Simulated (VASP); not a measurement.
A run of VASP 6.6.1 is set up as follows.

File INCAR:

```
ALGO = Normal ; EDIFF = 1E-7
ENCUT = 520 ; GGA = PE
ISIF = 2 ; ISMEAR = -1
LASPH = T ; LCHARG = F
LREAL = F ; LWAVE = F
NBANDS = 17 ; NELM = 80
PREC = Accurate ; SIGMA = 0.06122561905347299
```

KPOINTS

```
k-points
0
Gamma
  13 13 13
```

Contents of POSCAR:

```
Ba
1.0
    0.0000000000      3.8657794663      3.8657794663
    3.8657794663      0.0000000000      3.8657794663
    3.8657794663      3.8657794663      0.0000000000
Ba
2
Direct
    0.0000000000      0.0000000000      0.0000000000
    0.2500000000      0.2500000000      0.2500000000
```

Potentials or basis: VASP PAW PBE potentials, release 64 (Ba_sv).

The run is started by

```sh
$ cat potpaw_PBE.64/Ba_sv/POTCAR > POTCAR
$ mpirun -np 1 vasp_std > vasp.out
```

Task: Predict the pressure.

Result: 0.2 GPa.

Task: Predict the band gap on the k mesh.

Result: Zero (bands 10 and 11 overlap by 0.20 eV).

Caveat: spin-orbit coupling is left out, which moves the levels of the heavy elements.
